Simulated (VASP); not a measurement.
AlSn:

```
CELL_PARAMETERS angstrom
4.28044 0.00000 0.00000
-2.14022 3.70697 0.00000
0.00000 0.00000 3.37170
ATOMIC_POSITIONS crystal
Sn 0.33333 0.66667 0.50000
Al 0.00000 0.00000 0.00000
```

Base run:

- Program: VASP 6.6.1
- Functional: PBE
- Potentials or basis: VASP PAW PBE potentials, release 64 (Sn_d, Al)
- Cutoff: 520 eV
- k mesh: 7 × 7 × 8
- Occupations: fermi-dirac, width 0.05 eV
- Spin: no spin polarisation

Its results: pressure -2.4 GPa.

Task: The run is repeated on the same cell with these changes: functional from PBE to PBE0; k mesh from 7 × 7 × 8 to 4 × 4 × 6. What comes out?

Result: Pressure -3.8 GPa.

Several settings changed at once, so the effect can't be laid on one alone.

Caveats: some runs use coarse meshes; the PAW data sets were made with another functional, which shifts forces and pressure a little (some runs).
